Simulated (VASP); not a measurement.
Here is a VASP 6.6.1 calculation.

File INCAR:

```
SYSTEM = BN
PREC = Accurate
ENCUT = 520
EDIFF = 1E-6
ISMEAR = -1
SIGMA = 0.02
LREAL = .False.
LASPH = .True.
NELM = 80
ALGO = Normal
ISIF = 2
LWAVE = .False.
LCHARG = .False.
GGA = PE
NBANDS = 11
```

File KPOINTS:

```
regular mesh
0
Gamma
  12 12 12
  0 0 0
```

POSCAR

```
BN
1.0
    0.0000000000      1.7458259401      1.6585346431
    1.7458259401      0.0000000000      1.6585346431
    1.7458259401      1.7458259401      0.0000000000
B N
1 1
Direct
    0.0000000000      0.0000000000      0.0000000000
    0.5000000000      0.5000000000      0.5000000000
```

Potentials or basis: VASP PAW PBE potentials, release 64 (B, N).

Launch:

```bash
$ cat potpaw_PBE.64/B/POTCAR potpaw_PBE.64/N/POTCAR > POTCAR
$ mpirun -np 1 vasp_std > vasp.out
```

**Question.** What does it give for the band gap on the k mesh?

**Answer.** 0.83 eV (least direct gap 5.48 eV).

**Question.** What does it give for the pressure?

**Answer.** 28.2 GPa.

Stress tensor (GPa, compression positive):
```
22.03  0.00  0.00
 0.00 22.03  0.00
 0.00  0.00 40.53
```

Caveat: the cell differs from its parent crystal (uniaxial z strain -5.0%); the cell stands under pressure. A k mesh can miss the band edges.
